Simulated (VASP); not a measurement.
# ZnS (Imm2) in VASP: a series of runs

ZnS is run at these levels: PBE, r2SCAN; tasks: single point.

All numbers are computed with VASP 6.6.1; they aren't measurements. Logs are shortened: lines on timing, memory, paths and dates and some standing lists are left out, and cuts for length are marked.

**1. The cell of the first run**

Symmetry: Imm2, No. 44, orthorhombic system. The conventional cell has a = 3.755 Å, b = 3.865 Å, c = 5.388 Å, α = 90.00°, β = 90.00°, γ = 90.00°. Zn (site symmetry mm2) has 4 S at 2.33 to 2.34 Å within 3.1 Å. Within 3.1 Å of S (site symmetry mm2) lie 4 Zn at 2.33 to 2.34 Å.

**2. Single point, PBE (shear xy strain -2.9%)**

Contents of INCAR:

```
PREC = Accurate
ENCUT = 520
EDIFF = 1E-6
ISMEAR = -1
SIGMA = 0.02
LREAL = F
LASPH = T
NELM = 60
ALGO = Normal
ISIF = 2
LWAVE = F
LCHARG = F
GGA = PE
NBANDS = 16
```

Contents of KPOINTS:

```
regular mesh
0
Gamma
  8 8 8
```

Contents of POSCAR:

```
ZnS
1.0
   -0.0390643855      2.6940955541      2.6940955541
    2.6940955541     -0.0390643855      2.6940955541
    2.6550311686      2.6550311686      0.0000000000
Zn S
1 1
Direct
    0.2525976375      0.2525976375      0.2474023625
   -0.0025976375     -0.0025976375      0.0025976375
```

Potentials or basis: VASP PAW PBE potentials, release 64 (Zn, S).

On the command line:

```bash
$ cat potpaw_PBE.64/Zn/POTCAR potpaw_PBE.64/S/POTCAR > POTCAR
$ mpirun -np 1 vasp_std > vasp.out
```

OUTCAR:

```text
PREC = Accurate
   ENCUT = 520
   EDIFF = 1E-6
   ISMEAR = -1
   LREAL = F
   LASPH = T
   NELM = 60
   ISIF = 2
   GGA = PE

 ion  position               nearest neighbor table
   1  0.253  0.253  0.247-   2 2.33   2 2.33   2 2.34   2 2.34
   2  0.997  0.997  0.003-   1 2.33   1 2.33   1 2.34   1 2.34

  LATTYP: Found a body centered orthorhombic cell.
 ALAT       =     3.7547810872
 B/A-ratio  =     1.0294266869
 C/A-ratio  =     1.4350213723

  Lattice vectors:

 A1 = (   0.0390643855,  -2.6940955541,  -2.6940955541)
 A2 = (  -0.0390643855,   2.6940955541,  -2.6940955541)
 A3 = (   2.6940955541,  -0.0390643855,   2.6940955541)

Analysis of symmetry for initial positions (statically):
=====================================================================
 Subroutine PRICEL returns:
 Original cell was already a primitive cell.

 Routine SETGRP: Setting up the symmetry group for a
 body centered orthorhombic supercell.

 Subroutine GETGRP returns: Found  4 space group operations
 (whereof  4 operations were pure point group operations)
 out of a pool of  8 trial point group operations.

The static configuration has the point symmetry C_2v.

Analysis of symmetry for dynamics (positions and initial velocities):
=====================================================================
 Subroutine PRICEL returns:
 Original cell was already a primitive cell.

 Routine SETGRP: Setting up the symmetry group for a
 body centered orthorhombic supercell.

 Subroutine GETGRP returns: Found  4 space group operations
 (whereof  4 operations were pure point group operations)
 out of a pool of  8 trial point group operations.

The dynamic configuration has the point symmetry C_2v.

 Subroutine INISYM returns: Found  4 space group operations
 (whereof  4 operations are pure point group operations),
 and found     1 'primitive' translations

----------------------------------------------------------------------------------------

                                     Primitive cell

  volume of cell :      39.1001

  direct lattice vectors                    reciprocal lattice vectors
    -0.039064385  2.694095554  2.694095554    -0.182938434  0.182938434  0.185591042
     2.694095554 -0.039064385  2.694095554     0.182938434 -0.182938434  0.185591042
     2.655031169  2.655031169  0.000000000     0.188321706  0.188321706 -0.185591042

  length of vectors
     3.810226730  3.810226730  3.754781087     0.318397513  0.318397513  0.324613870

  position of ions in fractional coordinates (direct lattice)
     0.252597638  0.252597638  0.247402362
     0.997402362  0.997402362  0.002597638

  ion indices of the primitive-cell ions
   primitive index   ion index
                 1           1
                 2           2

----------------------------------------------------------------------------------------

 KPOINTS: regular mesh

Automatic generation of k-mesh.
 Grid dimensions read from file:
 generate k-points for:    8    8    8

 Generating k-lattice:

  Cartesian coordinates                     Fractional coordinates (reciprocal lattice)
    -0.022867304  0.022867304  0.023198880     0.125000000 -0.000000000  0.000000000
     0.022867304 -0.022867304  0.023198880    -0.000000000  0.125000000  0.000000000
     0.023540213  0.023540213 -0.023198880     0.000000000  0.000000000  0.125000000

  Length of vectors
     0.039799689  0.039799689  0.040576734

  Shift w.r.t. Gamma in fractional coordinates (k-lattice)
     0.000000000  0.000000000  0.000000000

 Subroutine IBZKPT returns following result:
 ===========================================

 Found     95 irreducible k-points:

 Following reciprocal coordinates:
            Coordinates               Weight
  0.000000  0.000000  0.000000      1.000000
  0.125000  0.000000  0.000000      4.000000
  0.250000  0.000000  0.000000      4.000000
  0.375000  0.000000  0.000000      4.000000
  0.500000  0.000000  0.000000      2.000000
  0.125000  0.125000  0.000000      2.000000
[... 16 lines left out ...]
  0.125000 -0.000000  0.125000      4.000000
  0.250000  0.000000  0.125000      8.000000
 [... further k-points ...]
   k-points           NKPTS =     95   k-points in BZ     NKDIM =     95   number of bands    NBANDS=     16
   number of dos      NEDOS =    301   number of ions     NIONS =      2
   total plane-waves  NPLWV =  21952
   dimension x,y,z NGX =    28 NGY =   28 NGZ =   28
   dimension x,y,z NGXF=    56 NGYF=   56 NGZF=   56
   ions per type =               1   1
   NGX,Y,Z   is equivalent  to a cutoff of  12.22, 12.22, 12.40 a.u.
   NGXF,Y,Z  is equivalent  to a cutoff of  24.43, 24.43, 24.79 a.u.
 SYSTEM =  unknown system
   PREC   = accura    normal or accurate (medium, high low for compatibility)
   ISTART =      0    job   : 0-new  1-cont  2-samecut
   ICHARG =      2    charge: 1-file 2-atom 10-const
   ISPIN  =      1    spin polarized calculation?
   LNONCOLLINEAR =      F non collinear calculations
   LSORBIT =      F    spin-orbit coupling
   LASPH  =      T    aspherical Exc in radial PAW
   ENCUT  =  520.0 eV  38.22 Ry    6.18 a.u.   7.08  7.08  6.98*2*pi/ulx,y,z
   NELM   =     60;   NELMIN=  2; NELMDL= -5     # of ELM steps
   EDIFF  = 0.1E-05   stopping-criterion for ELM
   LREAL  =      F    real-space projection
   EDIFFG = 0.1E-04   stopping-criterion for IOM
   NSW    =      0    number of steps for IOM
   IBRION =     -1    ionic relax: 0-MD 1-quasi-New 2-CG
   NFREE  =      0    steps in history (QN), initial steepest desc. (CG)
   ISIF   =      2    stress and relaxation
   ISYM   =      2    0-nonsym 1-usesym 2-fastsym
   POTIM  = 0.5000    time-step for ionic-motion
   TEBEG  =    0.0;   TEEND  =   0.0 temperature during run
   PSTRESS=    0.0 pullay stress
   NELECT =      18.0000    total number of electrons
   NUPDOWN=      -1.0000    fix difference up-down
   EMIN   =  10.00;   EMAX   =-10.00  energy-range for DOS
   EFERMI =   0.00;   METHOD = LEGACY
   ISMEAR =    -1;   SIGMA  =   0.02  broadening in eV -4-tet -1-fermi 0-gaus
   EFERMI_NEDOS =   21; number of points for ismear=-14 and -15
   IALGO  =     38    algorithm
   IMIX   =      4    mixing-type and parameters
     AMIX     =   0.40;   BMIX     =  1.00
     AMIX_MAG =   1.60;   BMIX_MAG =  1.00
  volume/ion in A,a.u.               =      19.55       131.93
  Fermi-wavevector in a.u.,A,eV,Ry     =   1.264076  2.388757 21.740581  1.597888
  Thomas-Fermi vector in A             =   2.397400
   LORBIT       =      0    0 simple, 1 ext, 2 COOP (PROOUT), +10 PAW based schemes
   GGA     = PE    functional components
   LHFCALC =     F    Hartree Fock is set to
   AEXX    =    0.0000 exact exchange contribution
   IVDW    =     0    specifies the selected vdW correction
   LEPSILON=     F    determine dielectric tensor
   LRPA    =     F    only Hartree local field effects (RPA)
 non-spin polarized calculation
  energy-cutoff  :      520.00
  volume of cell :       39.10
 maximum number of plane-waves:      1071
   NGX = 15   NGY = 15   NGZ = 13

 number of electron      18.0000000 magnetization

 Free energy of the ion-electron system (eV)
  ---------------------------------------------------
  ext. energy  EPLUGINS =         0.00000000
  ---------------------------------------------------
  free energy    TOTEN  =        -6.83755558 eV

  energy without entropy =       -6.83755558  energy(sigma->0) =       -6.83755558

 E-fermi :   2.6927     XC(G=0):  -9.6735

 val. band max:        2.2701844040   @ k =   0.0000   0.0000   0.0000
 cond. band min:       4.3321663369   @ k =   0.0000   0.0000   0.0000
 fundamental gap:      2.0619819329
 Fermi energy:         2.6926603892

 k-point     1 :       0.0000    0.0000    0.0000
  band No.  band energies     occupation
      1     -11.0106      2.00000
      2      -4.1926      2.00000
      3      -4.1837      2.00000
      4      -4.1729      2.00000
      5      -3.6758      2.00000
      6      -3.6749      2.00000
[... 8 lines left out ...]
     15      13.9743      0.00000
     16      14.1165      0.00000

 k-point     2 :       0.1250    0.0000    0.0000
  band No.  band energies     occupation
      1     -10.8951      2.00000
      2      -4.1896      2.00000
      3      -4.1638      2.00000
      4      -4.1527      2.00000
      5      -3.6779      2.00000
      6      -3.6758      2.00000
[... 8 lines left out ...]
     15      13.4460      0.00000
     16      14.9049      0.00000

 k-point     3 :       0.2500    0.0000    0.0000
  band No.  band energies     occupation
      1     -10.5932      2.00000
      2      -4.1449      2.00000
      3      -4.1142      2.00000
      4      -4.1087      2.00000
      5      -3.6762      2.00000
      6      -3.6711      2.00000
[... 8 lines left out ...]
     15      13.3216      0.00000
     16      14.5090      0.00000

 k-point     4 :       0.3750    0.0000    0.0000
  band No.  band energies     occupation
      1     -10.2501      2.00000
      2      -4.0781      2.00000
      3      -4.0737      2.00000
      4      -3.9294      2.00000
      5      -3.6615      2.00000
      6      -3.6536      2.00000
[... 8 lines left out ...]
     15      14.1946      0.00000
     16      14.4559      0.00000

 k-point     5 :       0.5000    0.0000    0.0000
  band No.  band energies     occupation
      1     -10.0924      2.00000
      2      -4.0646      2.00000
      3      -4.0625      2.00000
      4      -3.6539      2.00000
      5      -3.6417      2.00000
      6      -3.4886      2.00000
[... 8 lines left out ...]
     15      15.3577      0.00000
     16      15.7700      0.00000

 k-point     6 :       0.1250    0.1250    0.0000
  band No.  band energies     occupation
      1     -10.8525      2.00000
      2      -4.2046      2.00000
      3      -4.1515      2.00000
      4      -4.1347      2.00000
      5      -3.6927      2.00000
      6      -3.6636      2.00000
[... 8 lines left out ...]
     15      14.1758      0.00000
     16      15.4249      0.00000

 k-point     7 :       0.2500    0.1250    0.0000
  band No.  band energies     occupation
      1     -10.6086      2.00000
      2      -4.1989      2.00000
      3      -4.0973      2.00000
      4      -4.0875      2.00000
      5      -3.7011      2.00000
      6      -3.6527      2.00000
[... 8 lines left out ...]
     15      14.2193      0.00000
     16      15.9157      0.00000

 k-point     8 :       0.3750    0.1250    0.0000
  band No.  band energies     occupation
      1     -10.2734      2.00000
      2      -4.1166      2.00000
      3      -4.0460      2.00000
      4      -3.9993      2.00000
      5      -3.6747      2.00000
      6      -3.6398      2.00000
[... 8 lines left out ...]
     15      15.0400      0.00000
     16      15.3294      0.00000

 k-point     9 :       0.5000    0.1250    0.0000
  band No.  band energies     occupation
      1     -10.0482      2.00000
      2      -4.0666      2.00000
      3      -4.0314      2.00000
      4      -3.7514      2.00000
      5      -3.6389      2.00000
      6      -3.5160      2.00000
[... 8 lines left out ...]
     15      15.6579      0.00000
     16      15.7703      0.00000
[... 172 lines left out ...]
 k-point    19 :       0.5000    0.3750    0.0000
  band No.  band energies     occupation
      1      -9.8068      2.00000
      2      -4.1779      2.00000
      3      -3.8729      2.00000
      4      -3.8450      2.00000
      5      -3.6103      2.00000
      6      -3.4803      2.00000
[... 8 lines left out ...]
     15      15.9439      0.00000
     16      17.0637      0.00000

 k-point    20 :      -0.3750    0.3750    0.0000
  band No.  band energies     occupation
      1      -9.7874      2.00000
      2      -4.0988      2.00000
      3      -3.8997      2.00000
      4      -3.7863      2.00000
      5      -3.6362      2.00000
      6      -3.3342      2.00000
[... 8 lines left out ...]
     15      14.7818      0.00000
     16      18.0589      0.00000

 k-point    21 :       0.5000    0.5000    0.0000
  band No.  band energies     occupation
      1      -9.7499      2.00000
      2      -4.2181      2.00000
      3      -3.8406      2.00000
      4      -3.8257      2.00000
      5      -3.5979      2.00000
      6      -3.4561      2.00000
[... 8 lines left out ...]
     15      15.9303      0.00000
     16      16.7089      0.00000

 k-point    22 :      -0.0000   -0.0000    0.1250
  band No.  band energies     occupation
      1     -10.8887      2.00000
      2      -4.1788      2.00000
      3      -4.1699      2.00000
      4      -4.1572      2.00000
      5      -3.6775      2.00000
      6      -3.6770      2.00000
[... 8 lines left out ...]
     15      13.3731      0.00000
     16      14.9016      0.00000

 k-point    23 :       0.1250   -0.0000    0.1250
  band No.  band energies     occupation
      1     -10.8522      2.00000
      2      -4.2053      2.00000
      3      -4.1437      2.00000
      4      -4.1418      2.00000
      5      -3.6921      2.00000
      6      -3.6642      2.00000
[... 8 lines left out ...]
     15      14.1652      0.00000
     16      15.4181      0.00000

 k-point    24 :       0.2500    0.0000    0.1250
  band No.  band energies     occupation
      1     -10.6132      2.00000
      2      -4.1967      2.00000
      3      -4.0948      2.00000
      4      -4.0913      2.00000
      5      -3.6995      2.00000
      6      -3.6545      2.00000
[... 8 lines left out ...]
     15      14.1595      0.00000
     16      16.0387      0.00000

 [... further k-points ...]
[... 5 lines left out ...]
  --------------------------------------------------------------------------------------
  -------------------------------------------------------------------------------------
  Total        0.6030857      0.6030857      0.5989703      0.3386921      0.0000000      0.0000000
  in kB       24.7122297     24.7122297     24.5435959     13.8783535      0.0000000      0.0000000
  external PRESSURE =      24.6560185 kB  Pullay stress =       0.0000000 kB

 VOLUME and BASIS-vectors are now :
 -----------------------------------------------------------------------------
  energy-cutoff  :      520.00
  volume of cell :       39.10
      direct lattice vectors                 reciprocal lattice vectors
    -0.039064385  2.694095554  2.694095554    -0.182938434  0.182938434  0.185591042
     2.694095554 -0.039064385  2.694095554     0.182938434 -0.182938434  0.185591042
     2.655031169  2.655031169  0.000000000     0.188321706  0.188321706 -0.185591042

 POSITION                                       TOTAL-FORCE (eV/Angst)
 -----------------------------------------------------------------------------------
      1.32752      1.32752      1.36104         0.000000      0.000000      0.008027
      2.65503      2.65503      5.37419        -0.000000     -0.000000     -0.008027
 -----------------------------------------------------------------------------------
    total drift:                               -0.000000     -0.000000      0.000032

  FREE ENERGIE OF THE ION-ELECTRON SYSTEM (eV)
  ---------------------------------------------------
  free  energy   TOTEN  =        -6.8375555833 eV

  energy  without entropy=       -6.8375555833  energy(sigma->0) =       -6.83755558
```

Wall time 82 s (1 thread of AMD EPYC 7R13, shared host); peak memory 0.16 GiB.

Results:

| Property | Result |
| --- | --- |
| Free energy | -6.8376 eV |
| Pressure | 2.5 GPa |
| Largest force | 0.008 eV/Å |
| Band gap on the k mesh | 2.06 eV, direct |

Forces in eV/Å, atoms in the order of the input:
```
Zn   0.000  0.000  0.008
S    0.000  0.000 -0.008
```

Caveat: the cell differs from its parent crystal (shear xy strain -2.9%).

**3. Single point, r2SCAN (shear xy strain -2.9%)**

POSCAR is that of step 2.

Contents of INCAR.step1:

```
SYSTEM = ZnS
ALGO = Normal
EDIFF = 1E-4
ENCUT = 520
GGA = PE
ISMEAR = 0
LASPH = .True.
LCHARG = .False.
LREAL = .False.
LWAVE = .True.
NBANDS = 16
NELM = 100
PREC = Accurate
SIGMA = 0.01
```

Contents of INCAR.step2:

```
SYSTEM = ZnS
ALGO = Normal
EDIFF = 1E-6
ENCUT = 520
ISIF = 2
ISMEAR = 0
ISTART = 1
LASPH = .True.
LCHARG = .True.
LELF = .True.
LMIXTAU = .True.
LREAL = .False.
LVHAR = .True.
LWAVE = .False.
METAGGA = R2SCAN
NBANDS = 16
NELM = 100
PREC = Accurate
SIGMA = 0.01
```

Contents of KPOINTS:

```
k-points
0
Gamma
  8 8 8
  0 0 0
```

Potentials or basis: VASP PAW PBE potentials, release 64 (Zn, S).

On the command line:

```bash
$ cat potpaw_PBE.64/Zn/POTCAR potpaw_PBE.64/S/POTCAR > POTCAR
$ cp INCAR.step1 INCAR
$ mpirun -np 1 vasp_std > vasp.out
$ cp INCAR.step2 INCAR
$ mpirun -np 1 vasp_std > vasp.out
```

Run time: 5.5 min. Hardware: 1 thread of AMD EPYC 7R13, shared host; peak memory 0.18 GiB.

Results (log left out):

* Free energy: -18.8611 eV
* Pressure: 0.0 GPa
* Largest force: 0.003 eV/Å
* Band gap on the k mesh: 2.62 eV, direct

Forces on the atoms (eV/Å):
```
Zn   0.000  0.000  0.003
S    0.000  0.000 -0.003
```

Stress tensor (GPa, compression positive):
```
0.03 1.46 0.00
1.46 0.03 0.00
0.00 0.00 0.01
```

Levels at points of the mesh, in eV from the valence-band top:
```tsv
k point	band 6	band 7	band 8	band 9	band 10	band 11	band 12	band 13
(0.00, 0.00, 0.00)	-6.06	-0.16	-0.09	0.00	2.62	6.62	6.83	7.02
(0.50, 0.00, 0.00)	-5.88	-5.56	-0.98	-0.88	3.87	7.36	7.44	9.34
(0.50, 0.50, 0.00)	-5.84	-4.73	-2.55	-2.24	3.55	4.48	11.75	12.80
(0.00, 0.00, 0.50)	-5.84	-5.50	-1.08	-0.98	3.63	7.19	7.25	9.38
(0.50, 0.00, 0.50)	-5.84	-4.73	-2.39	-2.39	3.62	4.40	11.67	12.77
```

Caveat: the cell differs from its parent crystal (shear xy strain -2.9%); the PAW data sets were made with another functional, which shifts forces and pressure a little.
